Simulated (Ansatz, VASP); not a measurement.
# One calculation of Ge5Pt, two programs

```xyz
6
Lattice="4.4248 0.0000 0.0000 0.0000 4.4248 0.0000 0.0000 0.0000 6.2316" Properties=species:S:1:pos:R:3 pbc="T T T"
Ge    2.2124    2.2124    3.1158
Ge    0.0000    2.2124    1.4609
Ge    0.0000    2.2124    4.7706
Ge    2.2124    0.0000    4.7706
Ge    2.2124    0.0000    1.4609
Pt    0.0000    0.0000    0.0000
```

Alike in both runs: functional PBE; k mesh 8 × 8 × 6; occupations gaussian, width 0.1 eV; no spin polarisation.

Ansatz relaxed the structure, and its values are those at the end. VASP's run is a single point on that final structure, the one shown.

|  | VASP | Ansatz |
| --- | --- | --- |
| version | VASP 6.6.1 | Ansatz 0.2.0 |
| potentials or method | VASP PAW PBE potentials, release 64 (Ge_d, Pt), cutoff 520 eV | scalar-relativistic, plane waves, PAW |
| valence electrons in the cell | 80 | 88 |

```csv
,VASP,Ansatz,Ansatz less VASP
gap on the k mesh at the Fermi level (eV),none,none,-
pressure (GPa),0.0,0.0,-0.03
```

A gap of «none» marks a metal or a gap that the smearing closes. With one functional, cell and mesh, what is left measures potentials, basis and numerics. VASP's potentials hold 80 valence electrons a cell and Ansatz's 88, so a difference there can come from the potentials and not from the codes.

Neither program's run includes spin-orbit coupling.
